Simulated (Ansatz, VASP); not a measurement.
# GaGe: VASP beside Ansatz

```
CELL_PARAMETERS angstrom
0.00000 2.89784 2.89784
2.89784 0.00000 2.89784
2.89784 2.89784 0.00000
ATOMIC_POSITIONS crystal
Ge 0.00000 0.00000 0.00000
Ga 0.25000 0.25000 0.25000
```

Alike in both runs: task single point; functional PBE; k mesh 8 × 8 × 8; occupations gaussian, width 0.02 eV; no spin polarisation.

|  | VASP | Ansatz |
| --- | --- | --- |
| version | VASP 6.6.1 | Ansatz 0.2.0 |
| potentials or method | VASP PAW PBE potentials, release 64 (Ge_d, Ga_d), cutoff 520 eV | all-electron LAPW, scalar-relativistic |

|  | VASP | Ansatz | Ansatz less VASP |
| --- | --- | --- | --- |
| gap on the k mesh at the Fermi level (eV) | none | none | - |
| pressure (GPa) | 0.3 | 0.2 | -0.02 |

A gap of «none» marks a metal or a gap that the smearing closes. Ansatz ran all-electron here, and VASP with PAW potentials.
